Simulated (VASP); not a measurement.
ScSbSe3:

```xyz
5
Lattice="5.0632 0.0000 0.0000 0.0000 5.0632 0.0000 0.0000 0.0000 5.0632" Properties=species:S:1:pos:R:3 pbc="T T T"
Sc    2.5316    2.5316    2.5316
Sb    0.0000    0.0000    0.0000
Se    0.0000    2.5316    2.5316
Se    2.5316    0.0000    2.5316
Se    2.5316    2.5316    0.0000
```

| Quantity | Value |
| --- | --- |
| Program | VASP 6.6.1 |
| Task | relaxation of cell and atoms |
| Functional | PBE |
| Potentials or basis | VASP PAW PBE potentials, release 64 (Sc_sv, Sb, Se) |
| Cutoff | 600 eV |
| k mesh | 8 × 8 × 8 |
| Occupations | gaussian, width 0.1 eV |
| Spin | no spin polarisation |

At the start: pressure 2.3 GPa; volume 25.96 Å³/atom.

Q: Where does the relaxation end?

A: Over 3 steps the energy falls by 7.3 meV/atom and the volume is 27.00 Å³/atom (+4.0 %); space group Pm-3m (No. 221, to 0.05 Å).

Step by step:
| step | energy change (eV) | largest force (eV/Å) | pressure (GPa) | volume (Å³) |
| --- | --- | --- | --- | --- |
| 1 | 0.0000 | 0.0000 | 2.31 | 129.80 |
| 2 | -0.0317 | 0.0000 | -0.75 | 136.97 |
| 3 | -0.0363 | 0.0000 | 0.00 | 135.00 |

Final structure:
```yaml
crystal:
  lattice:
    - [5.12998, 0.00000, 0.00000]
    - [0.00000, 5.12998, 0.00000]
    - [0.00000, 0.00000, 5.12998]
  atoms:
    - { symbol: Sc, position: [0.50000, 0.50000, 0.50000] }
    - { symbol: Sb, position: [0.00000, 0.00000, 0.00000] }
    - { symbol: Se, position: [0.00000, 0.50000, 0.50000] }
    - { symbol: Se, position: [0.50000, 0.00000, 0.50000] }
    - { symbol: Se, position: [0.50000, 0.50000, 0.00000] }
```
